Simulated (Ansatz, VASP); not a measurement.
**ZrC in VASP and in Ansatz**

```
Zr C
1.0
     0.00000    2.30801    2.30801
     2.30801    0.00000    2.30801
     2.30801    2.30801    0.00000
Zr C
1 1
Cartesian
  2.3080 2.3080 2.3080
  0.0000 0.0000 0.0000
```

Alike in both runs: functional r2SCAN; k mesh 12 × 12 × 12; occupations fermi-dirac, width 0.1 eV; no spin polarisation.

Ansatz relaxed the structure, and its values are those at the end. VASP's run is a single point on that final structure, the one shown.

|  | VASP | Ansatz |
| --- | --- | --- |
| version | VASP 6.6.1 | Ansatz 0.2.0 |
| potentials or method | VASP PAW PBE potentials, release 64 (Zr_sv, C), cutoff 520 eV | PAW plane waves |
| valence electrons in the cell | 16 | 16 |

```tsv
	VASP	Ansatz	Ansatz less VASP
pressure (GPa)	16.3	16.0	-0.24
```

VASP's potentials were made for PBE, not for r2SCAN. Ansatz's warnings: stress scf threshold loose.
